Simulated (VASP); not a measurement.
# Li3Au (Fm-3m) in VASP: vibrations by perturbation theory with LDA

Aim: the vibrations by perturbation theory of Li3Au with LDA.

Everything below comes from runs of VASP 6.6.1. Logs are shortened: lines on timing, memory, paths and dates and some standing lists are left out, and cuts for length are marked.

## 1. The cell of the first run

Symmetry: Fm-3m, No. 225, cubic system. The conventional cell has a = 5.907 Å, b = 5.907 Å, c = 5.907 Å, α = 90.00°, β = 90.00°, γ = 90.00°. Within 3.4 Å of Li (site symmetry -43m) lie 10 Li at 2.56 to 2.95 Å and 4 Au at 2.56 Å. Within 3.4 Å of Li (site symmetry m-3m) lie 8 Li at 2.56 Å and 6 Au at 2.95 Å. Au (site symmetry m-3m) has 14 Li at 2.56 to 2.95 Å within 3.4 Å.

## 2. Vibrations by perturbation theory, LDA

Input file INCAR:

```
SYSTEM = Li3Au
  PREC = Accurate
  ENCUT = 520
  EDIFF = 1E-8
  ISMEAR = -1
  SIGMA = 0.15
  LREAL = .FALSE.
  LASPH = .TRUE.
  NELM = 80
  ALGO = Normal
  ISIF = 2
  LWAVE = .FALSE.
  LCHARG = .TRUE.
  IBRION = 8
  NSW = 1
```

Input file KPOINTS:

```
Automatic mesh
0
G
  12 12 12
  0 0 0
```

Input file POSCAR:

```
Li3Au
1.0
    0.0000000000      2.9533270469      2.9533270469
    2.9533270469      0.0000000000      2.9533270469
    2.9533270469      2.9533270469      0.0000000000
Li Au
3 1
Direct
    0.2500000000      0.2500000000      0.2500000000
    0.7500000000      0.7500000000      0.7500000000
    0.5000000000      0.5000000000      0.5000000000
    0.0000000000      0.0000000000      0.0000000000
```

Potentials or basis: VASP PAW LDA potentials, release 64 (Li_sv, Au).

On the command line:

```
> cat potpaw_LDA.64/Li_sv/POTCAR potpaw_LDA.64/Au/POTCAR > POTCAR
> mpirun -np 1 vasp_std > vasp.out
```

OUTCAR:

```text
SYSTEM = Li3Au
   PREC = Accurate
   ENCUT = 520
   EDIFF = 1E-8
   ISMEAR = -1
   LREAL = .FALSE.
   LASPH = .TRUE.
   NELM = 80
   ISIF = 2
   IBRION = 8
   NSW = 1

 ion  position               nearest neighbor table
   1  0.250  0.250  0.250-   4 2.56   4 2.56   4 2.56   3 2.56   4 2.56   3 2.56   3 2.56   3 2.56

   2  0.750  0.750  0.750-   3 2.56   3 2.56   3 2.56   3 2.56   4 2.56   4 2.56   4 2.56   4 2.56

   3  0.500  0.500  0.500-   1 2.56   1 2.56   1 2.56   1 2.56   2 2.56   2 2.56   2 2.56   2 2.56
                             4 2.95   4 2.95   4 2.95   4 2.95   4 2.95   4 2.95
   4  0.000  0.000  0.000-   2 2.56   2 2.56   2 2.56   1 2.56   2 2.56   1 2.56   1 2.56   1 2.56
                             3 2.95   3 2.95   3 2.95   3 2.95   3 2.95   3 2.95

  LATTYP: Found a face centered cubic cell.
 ALAT       =     5.9066540938

  Lattice vectors:

 A1 = (   0.0000000000,   2.9533270469,   2.9533270469)
 A2 = (   2.9533270469,   0.0000000000,   2.9533270469)
 A3 = (   2.9533270469,   2.9533270469,   0.0000000000)

Analysis of symmetry for initial positions (statically):
=====================================================================
 Subroutine PRICEL returns:
 Original cell was already a primitive cell.

 Routine SETGRP: Setting up the symmetry group for a
 face centered cubic supercell.

 Subroutine GETGRP returns: Found 48 space group operations
 (whereof 48 operations were pure point group operations)
 out of a pool of 48 trial point group operations.

The static configuration has the point symmetry O_h .

Analysis of symmetry for dynamics (positions and initial velocities):
=====================================================================
 Subroutine PRICEL returns:
 Original cell was already a primitive cell.

 Routine SETGRP: Setting up the symmetry group for a
 face centered cubic supercell.

 Subroutine GETGRP returns: Found 48 space group operations
 (whereof 48 operations were pure point group operations)
 out of a pool of 48 trial point group operations.

The dynamic configuration has the point symmetry O_h .

 Subroutine INISYM returns: Found 48 space group operations
 (whereof 48 operations are pure point group operations),
 and found     1 'primitive' translations

----------------------------------------------------------------------------------------

                                     Primitive cell

  volume of cell :      51.5187

  direct lattice vectors                    reciprocal lattice vectors
     0.000000000  2.953327047  2.953327047    -0.169300586  0.169300586  0.169300586
     2.953327047  0.000000000  2.953327047     0.169300586 -0.169300586  0.169300586
     2.953327047  2.953327047  0.000000000     0.169300586  0.169300586 -0.169300586

  length of vectors
     4.176635164  4.176635164  4.176635164     0.293237217  0.293237217  0.293237217

  position of ions in fractional coordinates (direct lattice)
     0.250000000  0.250000000  0.250000000
     0.750000000  0.750000000  0.750000000
     0.500000000  0.500000000  0.500000000
     0.000000000  0.000000000  0.000000000

  ion indices of the primitive-cell ions
   primitive index   ion index
                 1           1
                 2           2
                 3           3
                 4           4

----------------------------------------------------------------------------------------

 KPOINTS: Automatic mesh

Automatic generation of k-mesh.
 Grid dimensions read from file:
 generate k-points for:   12   12   12

 Generating k-lattice:

  Cartesian coordinates                     Fractional coordinates (reciprocal lattice)
    -0.014108382  0.014108382  0.014108382     0.083333333  0.000000000  0.000000000
     0.014108382 -0.014108382  0.014108382     0.000000000  0.083333333  0.000000000
     0.014108382  0.014108382 -0.014108382     0.000000000  0.000000000  0.083333333

  Length of vectors
     0.024436435  0.024436435  0.024436435

  Shift w.r.t. Gamma in fractional coordinates (k-lattice)
     0.000000000  0.000000000  0.000000000

 Subroutine IBZKPT returns following result:
 ===========================================

 Found     72 irreducible k-points:
[... 69 lines left out ...]
  Thomas-Fermi vector in A             =   2.330248
   LORBIT       =      0    0 simple, 1 ext, 2 COOP (PROOUT), +10 PAW based schemes
   GGA     = CA    functional components
   LHFCALC =     F    Hartree Fock is set to
   AEXX    =    0.0000 exact exchange contribution
   IVDW    =     0    specifies the selected vdW correction
   LEPSILON=     F    determine dielectric tensor
   LRPA    =     F    only Hartree local field effects (RPA)
 non-spin polarized calculation
  energy-cutoff  :      520.00
  volume of cell :       51.52
 maximum number of plane-waves:      1411
   NGX = 15   NGY = 15   NGZ = 15

--------------------------------------- Ionic step        1  -------------------------------------------

 number of electron      20.0000024 magnetization

 Free energy of the ion-electron system (eV)
  ---------------------------------------------------
  ext. energy  EPLUGINS =         0.00000000
  ---------------------------------------------------
  free energy    TOTEN  =       -12.16607392 eV

  energy without entropy =      -12.07226099  energy(sigma->0) =      -12.11916746

 E-fermi :   4.8622     XC(G=0): -10.1432

 val. band max:        4.8171097406   @ k =  -0.4167   0.5000   0.0833
 cond. band min:       4.8656220611   @ k =   0.5000   0.4167   0.0833
 fundamental gap:      0.0485123205
 Fermi energy:         4.8622023240

 k-point     1 :       0.0000    0.0000    0.0000
  band No.  band energies     occupation
      1     -40.2429      2.00000
      2     -39.7042      2.00000
      3     -39.6758      2.00000
      4      -1.6415      2.00000
      5      -0.1748      2.00000
      6      -0.1748      2.00000
      7      -0.1748      2.00000
      8       0.3451      2.00000
      9       0.3451      2.00000
     10       9.2532      0.00000
     11       9.2532      0.00000
     12       9.2532      0.00000
     13      11.5769      0.00000
     14      11.5769      0.00000
[... 377 lines left out ...]
      1     -40.2358      2.00000
      2     -39.6940      2.00000
      3     -39.6913      2.00000
      4      -0.4698      2.00000
      5      -0.1141      2.00000
      6      -0.0010      2.00000
      7       0.3748      2.00000
      8       0.4437      2.00000
      9       0.9505      2.00000
     10       3.0601      1.99999
     11       6.3639      0.00009
     12       7.1762      0.00000
     13      10.8661      0.00000
     14      11.4842      0.00000

 [... further k-points ...]
[... 5 lines left out ...]
  --------------------------------------------------------------------------------------
  -------------------------------------------------------------------------------------
  Total        1.6124241      1.6124241      1.6124241     -0.0000000      0.0000000     -0.0000000
  in kB       50.1447227     50.1447227     50.1447227     -0.0000000      0.0000000     -0.0000000
  external PRESSURE =      50.1447227 kB  Pullay stress =       0.0000000 kB

 VOLUME and BASIS-vectors are now :
 -----------------------------------------------------------------------------
  energy-cutoff  :      520.00
  volume of cell :       51.52
      direct lattice vectors                 reciprocal lattice vectors
     0.000000000  2.953327047  2.953327047    -0.169300586  0.169300586  0.169300586
     2.953327047  0.000000000  2.953327047     0.169300586 -0.169300586  0.169300586
     2.953327047  2.953327047  0.000000000     0.169300586  0.169300586 -0.169300586

 POSITION                                       TOTAL-FORCE (eV/Angst)
 -----------------------------------------------------------------------------------
      1.47666      1.47666      1.47666         0.000000      0.000000      0.000000
      4.42999      4.42999      4.42999        -0.000000     -0.000000     -0.000000
      2.95333      2.95333      2.95333        -0.000000      0.000000     -0.000000
      0.00000      0.00000      0.00000        -0.000000      0.000000     -0.000000
 -----------------------------------------------------------------------------------
    total drift:                                0.000000     -0.000000      0.000000

  FREE ENERGIE OF THE ION-ELECTRON SYSTEM (eV)
  ---------------------------------------------------
  free  energy   TOTEN  =       -12.1660739224 eV

  energy  without entropy=      -12.0722609946  energy(sigma->0) =      -12.11916746

[... ionic steps 2 to 12 ...]

--------------------------------------- Ionic step       13  -------------------------------------------

 Free energy of the ion-electron system (eV)
  ---------------------------------------------------
  ---------------------------------------------------
  free energy    TOTEN  =        -0.29109812 eV

  energy without entropy =       -0.29109812

------------------------ aborting loop because EDIFF is reached ----------------------------------------

 INTERNAL STRAIN TENSOR  FOR ION    4  DIRECTION 1   (eV/Angst):
 -----------------------------------------------------------------------------
    -0.01944 -0.00000  0.00000
    -0.00000  0.00545 -0.00000
     0.00000 -0.00000  0.00545

 INTERNAL STRAIN TENSOR FOR ION    4 for displacements in x,y,z  (eV/Angst):
          X           Y           Z          XY          YZ          ZX
  --------------------------------------------------------------------------------
  x     0.00000     0.00000     0.00000     0.00000     0.00000     0.00000
  y     0.00000     0.00000     0.00000     0.00000     0.00000     0.00000
  z     0.00000     0.00000     0.00000     0.00000     0.00000     0.00000

 SECOND DERIVATIVES (NOT SYMMETRIZED)
 ------------------------------------
               1X          1Y          1Z          2X          2Y          2Z          3X          3Y          3Z          4X          4Y          4Z
  1X    -4.247745    0.000000    0.000000    0.865203    0.000000    0.000000    1.195399    0.000000    0.000000    2.187142    0.000000    0.000000
  1Y     0.000000   -4.247745    0.000000    0.000000    0.865203    0.000000    0.000000    1.195399    0.000000    0.000000    2.187142    0.000000
  1Z     0.000000    0.000000   -4.247745    0.000000    0.000000    0.865203    0.000000    0.000000    1.195399    0.000000    0.000000    2.187142
  2X     0.865203    0.000000    0.000000   -4.247745    0.000000    0.000000    1.195399    0.000000    0.000000    2.187142    0.000000    0.000000
  2Y     0.000000    0.865203    0.000000    0.000000   -4.247745    0.000000    0.000000    1.195399    0.000000    0.000000    2.187142    0.000000
  2Z     0.000000    0.000000    0.865203    0.000000    0.000000   -4.247745    0.000000    0.000000    1.195399    0.000000    0.000000    2.187142
  3X     1.207169    0.000000    0.000000    1.207169    0.000000    0.000000   -2.703392    0.000000    0.000000    0.289054    0.000000    0.000000
  3Y     0.000000    1.207169    0.000000    0.000000    1.207169    0.000000    0.000000   -2.703392    0.000000    0.000000    0.289054    0.000000
  3Z     0.000000    0.000000    1.207169    0.000000    0.000000    1.207169    0.000000    0.000000   -2.703392    0.000000    0.000000    0.289054
  4X     2.095943    0.000000    0.000000    2.095943    0.000000    0.000000    0.268622    0.000000    0.000000   -4.460509    0.000000    0.000000
  4Y     0.000000    2.095943    0.000000    0.000000    2.095943    0.000000    0.000000    0.268622    0.000000    0.000000   -4.460509    0.000000
  4Z     0.000000    0.000000    2.095943    0.000000    0.000000    2.095943    0.000000    0.000000    0.268622    0.000000    0.000000   -4.460509

 Eigenvectors and eigenvalues of the dynamical matrix
 ----------------------------------------------------

   1 f  =   13.351418 THz    83.889431 2PiTHz  445.355354 cm-1    55.217002 meV
             X         Y         Z           dx          dy          dz
      1.476664  1.476664  1.476664    -0.425007   -0.547989   -0.138121
      4.429991  4.429991  4.429991     0.425007    0.547989    0.138121
      2.953327  2.953327  2.953327    -0.000000    0.000000   -0.000000
      0.000000  0.000000  0.000000    -0.000000   -0.000000   -0.000000
[... 71 lines left out ...]
  12 f/i=    0.050831 THz     0.319378 2PiTHz    1.695526 cm-1     0.210218 meV
             X         Y         Z           dx          dy          dz
      1.476664  1.476664  1.476664    -0.044391   -0.162674   -0.049980
      4.429991  4.429991  4.429991    -0.044391   -0.162674   -0.049980
      2.953327  2.953327  2.953327    -0.044129   -0.161714   -0.049685
      0.000000  0.000000  0.000000    -0.240457   -0.881168   -0.270729

--------------------------------------------------------------------------------------------------------

 ELASTIC MODULI CONTR FROM IONIC RELAXATION (kBar)
 Direction    XX          YY          ZZ          XY          YZ          ZX
 --------------------------------------------------------------------------------
 XX          -0.0000      0.0000      0.0000     -0.0000      0.0000     -0.0000
 YY           0.0000     -0.0000      0.0000     -0.0000     -0.0000      0.0000
 ZZ           0.0000      0.0000     -0.0000      0.0000     -0.0000     -0.0000
 XY          -0.0000     -0.0000      0.0000     -6.2410     -0.0000     -0.0000
 YZ           0.0000     -0.0000     -0.0000     -0.0000     -6.2410     -0.0000
 ZX          -0.0000      0.0000     -0.0000     -0.0000     -0.0000     -6.2410
 --------------------------------------------------------------------------------
```

Run time: 6.7 min. Hardware: 1 thread of Intel Xeon 6975P-C (Granite Rapids), shared host; peak memory 0.51 GiB.

Results:

| Item | Value |
| --- | --- |
| Highest phonon frequency at Γ | 445 cm⁻¹ |

Phonon frequencies in cm⁻¹ (negative: imaginary):
| q point | frequencies |
| --- | --- |
| (0.000, 0.000, 0.000) | -2 -2 -2 236 236 236 432 432 432 445 445 445 |

Caveat: the cell stands under pressure or tension, which shifts response properties; the cutoff is under 1.25 times the usual one of these potentials, so pressure, stress and relaxed cells hold a basis-set (Pulay) error; spin-orbit coupling is left out, which moves the levels of the heavy elements.
